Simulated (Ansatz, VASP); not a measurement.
# Ca3Sn3N2 in VASP and in Ansatz

```
Ca Sn N
1.0
     3.57000    0.00000    0.00000
    -1.78500    3.09171    0.00000
     0.00000    0.00000   15.30000
Ca Sn N
3 3 2
Cartesian
  0.0000 0.0000 0.0000
  1.7850 1.0306 2.6775
  0.0000 2.0611 12.6225
  0.0000 2.0611 5.2785
  0.0000 0.0000 7.6500
  1.7850 1.0306 10.0215
  1.7850 1.0306 13.9995
  0.0000 2.0611 1.3005
```

Alike in both runs: task relaxation of cell and atoms; functional PBE; k mesh 5 × 5 × 1; occupations gaussian, width 0.2 eV; no spin polarisation.

|  | VASP | Ansatz |
| --- | --- | --- |
| version | VASP 6.6.1 | Ansatz 0.2.0 |
| potentials or method | VASP PAW PBE potentials, release 64 (Ca_sv, Sn_d, N), cutoff 600 eV | scalar-relativistic, plane waves, PAW |
| valence electrons in the cell | 82 | 82 |

|  | VASP | Ansatz | Ansatz less VASP |
| --- | --- | --- | --- |
| gap on the k mesh at the Fermi level, each at its own relaxed structure (eV) | none | none | - |
| relaxed volume (Å³/atom) | 22.49 | 22.59 | +0.102 |
| relaxed cell length with the largest relative difference (Å) | 3.609 | 3.623 | +0.0142 |

A gap of «none» marks a metal or a gap that the smearing closes.

The k mesh is coarse, so the values compare programs but aren't converged.
